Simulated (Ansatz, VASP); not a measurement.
## NaH: VASP beside Ansatz

```
Na H
1.0
     0.00000    2.48786    2.48786
     2.48786    0.00000    2.48786
     2.48786    2.48786    0.00000
Na H
1 1
Direct
  0.00000 0.00000 0.00000
  0.50000 0.50000 0.50000
```

Change from the starting cell: volume scaled by 1.06, PAW files.

Alike in both runs: task electric field gradients; functional PBE; k mesh 9 × 9 × 9; occupations fermi-dirac, width 0.02 eV; no spin polarisation.

|  | VASP | Ansatz |
| --- | --- | --- |
| version | VASP 6.6.1 | Ansatz 0.2.0 |
| potentials or method | VASP PAW PBE potentials, release 64 (Na_pv, H) | PAW with Ansatz's default frozen-core files, scalar-relativistic |
| plane-wave cutoff (eV) | 520 | 420 |
| valence electrons in the cell | 8 | 10 |

Ansatz gave:

* gap on the k mesh at the Fermi level (eV): 3.90
* pressure (GPa): -1.7

Problem. Which values does VASP return?

Solution. gap on the k mesh at the Fermi level (eV): 3.90; pressure (GPa): -1.8.

VASP's potentials hold 8 valence electrons a cell and Ansatz's 10, so a difference there can come from the potentials and not from the codes.
